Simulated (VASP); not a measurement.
# LiCa (Fm-3m) in VASP: relaxation of cell and atoms with PBE

Aim: the relaxation of cell and atoms of LiCa with PBE.

All numbers are computed with VASP 6.6.1; they aren't measurements. Logs are shortened: lines on timing, memory, paths and dates and some standing lists are left out, and cuts for length are marked.

## Step 1: The cell of the first run

It takes space group Fm-3m (No. 225, cubic). Conventional cell: a = 6.435 Å, b = 6.435 Å, c = 6.435 Å, α = 90.00°, β = 90.00°, γ = 90.00°. Li (site symmetry m-3m) has 6 Ca at 3.22 Å within 4.2 Å. Within 4.2 Å of Ca (site symmetry m-3m) lie 6 Li at 3.22 Å.

## Step 2: Relaxation of cell and atoms, PBE

Input file INCAR:

```
SYSTEM = LiCa
PREC     = Accurate       ! precision mode
ENCUT    = 600            ! plane-wave cutoff, eV
EDIFF    = 1E-6           ! SCF threshold, eV
ISMEAR   = 0              ! smearing method
SIGMA    = 0.1            ! smearing width, eV
LREAL    = .False.        ! projectors in reciprocal space
LASPH    = .True.         ! aspherical terms in the spheres
NELM     = 60             ! most SCF steps
ALGO     = Fast           ! electronic algorithm
ISIF     = 3              ! what is computed and relaxed
LWAVE    = .False.        ! write WAVECAR
LCHARG   = .False.        ! write CHGCAR
GGA      = PE             ! functional
IBRION   = 2              ! ionic algorithm
NSW      = 100            ! ionic steps
EDIFFG   = -0.01          ! ionic threshold
```

Input file KPOINTS:

```
regular mesh
0
Gamma
  16 16 16
  0 0 0
```

Input file POSCAR:

```
LiCa
1.0
    0.0000000000      3.2172662264      3.2172662264
    3.2172662264      0.0000000000      3.2172662264
    3.2172662264      3.2172662264      0.0000000000
Li Ca
1 1
Direct
    0.0000000000      0.0000000000      0.0000000000
    0.5000000000      0.5000000000      0.5000000000
```

Potentials or basis: VASP PAW PBE potentials, release 64 (Li_sv, Ca_sv).

On the command line:

```
$ cat potpaw_PBE.64/Li_sv/POTCAR potpaw_PBE.64/Ca_sv/POTCAR > POTCAR
$ mpirun -np 1 vasp_std > vasp.out
```

OUTCAR:

```text
SYSTEM = LiCa
   PREC = Accurate
   ENCUT = 600
   EDIFF = 1E-6
   ISMEAR = 0
   LREAL = .False.
   LASPH = .True.
   NELM = 60
   ISIF = 3
   GGA = PE
   IBRION = 2
   NSW = 100
   EDIFFG = -0.01

 ion  position               nearest neighbor table
   1  0.000  0.000  0.000-
   2  0.500  0.500  0.500-

  LATTYP: Found a face centered cubic cell.
 ALAT       =     6.4345324528

  Lattice vectors:

 A1 = (   0.0000000000,   3.2172662264,   3.2172662264)
 A2 = (   3.2172662264,   0.0000000000,   3.2172662264)
 A3 = (   3.2172662264,   3.2172662264,   0.0000000000)

Analysis of symmetry for initial positions (statically):
=====================================================================
 Subroutine PRICEL returns:
 Original cell was already a primitive cell.

 Routine SETGRP: Setting up the symmetry group for a
 face centered cubic supercell.

 Subroutine GETGRP returns: Found 48 space group operations
 (whereof 48 operations were pure point group operations)
 out of a pool of 48 trial point group operations.

The static configuration has the point symmetry O_h .

Analysis of symmetry for dynamics (positions and initial velocities):
=====================================================================
 Subroutine PRICEL returns:
 Original cell was already a primitive cell.

 Routine SETGRP: Setting up the symmetry group for a
 face centered cubic supercell.

 Subroutine GETGRP returns: Found 48 space group operations
 (whereof 48 operations were pure point group operations)
 out of a pool of 48 trial point group operations.

The dynamic configuration has the point symmetry O_h .

 Subroutine INISYM returns: Found 48 space group operations
 (whereof 48 operations are pure point group operations),
 and found     1 'primitive' translations

----------------------------------------------------------------------------------------

                                     Primitive cell

  volume of cell :      66.6026

  direct lattice vectors                    reciprocal lattice vectors
     0.000000000  3.217266226  3.217266226    -0.155411447  0.155411447  0.155411447
     3.217266226  0.000000000  3.217266226     0.155411447 -0.155411447  0.155411447
     3.217266226  3.217266226  0.000000000     0.155411447  0.155411447 -0.155411447
[... 83 lines left out ...]
   NELM   =     60;   NELMIN=  2; NELMDL= -5     # of ELM steps
   EDIFF  = 0.1E-05   stopping-criterion for ELM
   LREAL  =      F    real-space projection
   EDIFFG = -.1E-01   stopping-criterion for IOM
   NSW    =    100    number of steps for IOM
   IBRION =      2    ionic relax: 0-MD 1-quasi-New 2-CG
   NFREE  =      1    steps in history (QN), initial steepest desc. (CG)
   ISIF   =      3    stress and relaxation
   ISYM   =      2    0-nonsym 1-usesym 2-fastsym
   POTIM  = 0.5000    time-step for ionic-motion
   TEBEG  =    0.0;   TEEND  =   0.0 temperature during run
   PSTRESS=    0.0 pullay stress
   NELECT =      13.0000    total number of electrons
   NUPDOWN=      -1.0000    fix difference up-down
   EMIN   =  10.00;   EMAX   =-10.00  energy-range for DOS
   EFERMI =   0.00;   METHOD = LEGACY
   ISMEAR =     0;   SIGMA  =   0.10  broadening in eV -4-tet -1-fermi 0-gaus
   EFERMI_NEDOS =   21; number of points for ismear=-14 and -15
   IALGO  =     68    algorithm
   IMIX   =      4    mixing-type and parameters
     AMIX     =   0.40;   BMIX     =  1.00
     AMIX_MAG =   1.60;   BMIX_MAG =  1.00
  volume/ion in A,a.u.               =      33.30       224.73
  Fermi-wavevector in a.u.,A,eV,Ry     =   0.949640  1.794559 12.269951  0.901816
  Thomas-Fermi vector in A             =   2.077942
   LORBIT       =      0    0 simple, 1 ext, 2 COOP (PROOUT), +10 PAW based schemes
   GGA     = PE    functional components
   LHFCALC =     F    Hartree Fock is set to
   AEXX    =    0.0000 exact exchange contribution
   IVDW    =     0    specifies the selected vdW correction
   LEPSILON=     F    determine dielectric tensor
   LRPA    =     F    only Hartree local field effects (RPA)
 conjugate gradient relaxation of ions
 non-spin polarized calculation
 RMM-DIIS sequential band-by-band and
 Gauss-broadening in eV      SIGMA  =   0.10
  energy-cutoff  :      600.00
  volume of cell :       66.60
 maximum number of plane-waves:      2252
   NGX = 19   NGY = 19   NGZ = 19

 number of electron      12.9999993 magnetization

 Free energy of the ion-electron system (eV)
  ---------------------------------------------------
  ext. energy  EPLUGINS =         0.00000000
  ---------------------------------------------------
  free energy    TOTEN  =        -3.40453682 eV

  energy without entropy =       -3.39614921  energy(sigma->0) =       -3.40034302

 E-fermi :   1.3184     XC(G=0):  -7.3285

 val. band max:        1.3057342003   @ k =   0.5000   0.3750   0.0000
 cond. band min:       1.3462347422   @ k =  -0.3125   0.1875   0.0000
 fundamental gap:      0.0405005419
 Fermi energy:         1.3184196883

 k-point     1 :       0.0000    0.0000    0.0000
  band No.  band energies     occupation
      1     -45.6910      2.00000
      2     -40.9444      2.00000
      3     -21.9095      2.00000
      4     -21.9095      2.00000
      5     -21.9095      2.00000
      6      -2.4421      2.00000
      7       3.2950      0.00000
      8       3.2950      0.00000
      9       3.3004      0.00000
     10       3.8864      0.00000
[... 287 lines left out ...]
 k-point    24 :      -0.0625    0.0625    0.0000
  band No.  band energies     occupation
      1     -45.6909      2.00000
      2     -40.9443      2.00000
      3     -21.9118      2.00000
      4     -21.9102      2.00000
      5     -21.9097      2.00000
      6      -2.3280      2.00000
      7       3.1043      0.00000
      8       3.2553      0.00000
      9       3.3667      0.00000
     10       3.7492      0.00000

 [... further k-points ...]
[... 5 lines left out ...]
  --------------------------------------------------------------------------------------
  -------------------------------------------------------------------------------------
  Total        0.0155944      0.0155944      0.0155944      0.0000000      0.0000000      0.0000000
  in kB        0.3751366      0.3751366      0.3751366      0.0000000      0.0000000      0.0000000
  external PRESSURE =       0.3751366 kB  Pullay stress =       0.0000000 kB

 VOLUME and BASIS-vectors are now :
 -----------------------------------------------------------------------------
  energy-cutoff  :      600.00
  volume of cell :       66.60
      direct lattice vectors                 reciprocal lattice vectors
     0.000000000  3.217266226  3.217266226    -0.155411447  0.155411447  0.155411447
     3.217266226  0.000000000  3.217266226     0.155411447 -0.155411447  0.155411447
     3.217266226  3.217266226  0.000000000     0.155411447  0.155411447 -0.155411447

 POSITION                                       TOTAL-FORCE (eV/Angst)
 -----------------------------------------------------------------------------------
      0.00000      0.00000      0.00000         0.000000     -0.000000     -0.000000
      3.21727      3.21727      3.21727        -0.000000      0.000000      0.000000
 -----------------------------------------------------------------------------------
    total drift:                                0.000000      0.000000      0.000000

  FREE ENERGIE OF THE ION-ELECTRON SYSTEM (eV)
  ---------------------------------------------------
  free  energy   TOTEN  =        -3.4045368242 eV

  energy  without entropy=       -3.3961492118  energy(sigma->0) =       -3.40034302

 reached required accuracy - stopping structural energy minimisation
```

OSZICAR:

```text
N       E                     dE             d eps       ncg     rms          rms(c)
DAV:   1     0.836021541961E+02    0.83602E+02   -0.60262E+03  2900   0.123E+03
DAV:   2     0.126893096951E+01   -0.82333E+02   -0.81664E+02  3024   0.283E+02
DAV:   3    -0.323965483348E+01   -0.45086E+01   -0.44599E+01  5556   0.553E+01
[... 27 lines left out ...]
RMM:  31    -0.340453253916E+01   -0.13116E-05   -0.14704E-05  1825   0.183E-02    0.294E-02
RMM:  32    -0.340453380093E+01   -0.12618E-05   -0.13713E-05  1841   0.175E-02    0.301E-02
RMM:  33    -0.340453489067E+01   -0.10897E-05   -0.11904E-05  1831   0.167E-02    0.307E-02
RMM:  34    -0.340453593263E+01   -0.10420E-05   -0.11185E-05  1810   0.160E-02    0.313E-02
RMM:  35    -0.340453682417E+01   -0.89154E-06   -0.98077E-06  1824   0.153E-02
   1 F= -.34045368E+01 E0= -.34003430E+01  d E =-.340454E+01
```

CONTCAR:

```text
LiCa
   1.00000000000000
     0.0000000000000000    3.2172662264000000    3.2172662264000000
     3.2172662264000000    0.0000000000000000    3.2172662264000000
     3.2172662264000000    3.2172662264000000    0.0000000000000000
  Li              Ca
     1     1
Direct
     0.0000000000000000    0.0000000000000000    0.0000000000000000
     0.5000000000000000    0.5000000000000000    0.5000000000000000

  0.00000000E+00  0.00000000E+00  0.00000000E+00
  0.00000000E+00  0.00000000E+00  0.00000000E+00
```

Wall time 2.1 min (1 thread of Intel Xeon Platinum 8559C (Emerald Rapids), shared host); peak memory 0.31 GiB.

Results:

| Property | Result |
| --- | --- |
| Free energy | -3.4045 eV |
| Pressure after relaxing | 0.0 GPa |
| Band gap on the k mesh | zero (an odd number of electrons rules out a gap without spin polarisation) |

Final structure:
```
Li Ca
1.0
     0.00000    3.21727    3.21727
     3.21727    0.00000    3.21727
     3.21727    3.21727    0.00000
Li Ca
1 1
Direct
  0.00000 0.00000 0.00000
  0.50000 0.50000 0.50000
```

Caveat: the cutoff is under 1.25 times the usual one of these potentials, so pressure, stress and relaxed cells hold a basis-set (Pulay) error; the relaxation stopped at its first step, so nothing moved.

The gap in the log of VASP goes by the Fermi energy; the results here count the filled bands.